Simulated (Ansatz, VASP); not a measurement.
Al3Cu2 in VASP and in Ansatz

```
Al Cu
1.0
     4.22154    0.00000    0.00000
    -2.11077    3.65596    0.00000
     0.00000    0.00000    5.13156
Al Cu
3 2
Direct
  0.00000 0.00000 0.00000
  0.33333 0.66667 0.35029
  0.66667 0.33333 0.64971
  0.33333 0.66667 0.84152
  0.66667 0.33333 0.15848
```

Change from the starting cell: equal strain along all axes, cell held, atoms relaxed: +3.0 %.

Alike in both runs: functional PBEsol; k mesh 12 × 12 × 8; occupations gaussian, width 0.1 eV; no spin polarisation.

Ansatz relaxed the structure, and its values are those at the end. VASP's run is a single point on that final structure, the one shown.

```csv
,VASP,Ansatz
version,VASP 6.6.1,Ansatz 0.2.0
potentials or method,"VASP PAW PBE potentials, release 64 (Al, Cu), cutoff 520 eV","scalar-relativistic, plane waves, PAW"
valence electrons in the cell,31,47
```

VASP gave:

| Property | Result |
| --- | --- |
| gap on the k mesh at the Fermi level (eV) | none |
| pressure (GPa) | -8.4 |
| rms of the force components (eV/Å) | 0.002 |

**Question.** What did Ansatz give for the same quantities?

**Answer.** gap on the k mesh at the Fermi level (eV): none; pressure (GPa): -8.1; rms of the force components (eV/Å): 0.003.

VASP's potentials were made for PBE, not for PBEsol. A gap of «none» marks a metal or a gap that the smearing closes. VASP's potentials hold 31 valence electrons a cell and Ansatz's 47, so a difference there can come from the potentials and not from the codes. Ansatz's warnings: stress scf threshold loose.
